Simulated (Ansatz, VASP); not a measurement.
# CsHS in VASP and in Ansatz

```
Cs H S
1.0
    -4.02577    4.02577    4.52240
     4.02577   -4.02577    4.52240
     4.02577    4.02577   -4.52240
Cs H S
4 4 4
Direct
  0.25000 0.75000 0.50000
  0.27277 0.27277 0.00000
  0.72723 0.72723 0.00000
  0.75000 0.25000 0.50000
  0.07205 0.23632 0.30837
  0.23632 0.92795 0.16427
  0.76368 0.07205 0.83573
  0.92795 0.76368 0.69163
  0.23477 0.75655 0.99132
  0.24345 0.23477 0.47822
  0.75655 0.76523 0.52178
  0.76523 0.24345 0.00868
```

Alike in both runs: functional PBEsol; k mesh 4 × 4 × 4; occupations gaussian, width 0.1 eV; no spin polarisation.

Ansatz relaxed the structure, and its values are those at the end. VASP's run is a single point on that final structure, the one shown.

|  | VASP | Ansatz |
| --- | --- | --- |
| version | VASP 6.6.1 | Ansatz 0.2.0 |
| potentials or method | VASP PAW PBE potentials, release 64 (Cs_sv, H, S), cutoff 520 eV | scalar-relativistic, plane waves, PAW |
| valence electrons in the cell | 64 | 64 |

VASP gave:

```
gap on the k mesh at the Fermi level (eV) : 3.33
least direct gap on the mesh (eV)         : 3.33
pressure (GPa)                            : 0.0
rms of the force components (eV/Å)        : 0.025
```

Question: Estimate Ansatz's values.

Answer: gap on the k mesh at the Fermi level (eV): 3.34; least direct gap on the mesh (eV): 3.34; pressure (GPa): 0.0; rms of the force components (eV/Å): 0.008.

VASP's potentials were made for PBE, not for PBEsol.

Spin-orbit coupling is off throughout.
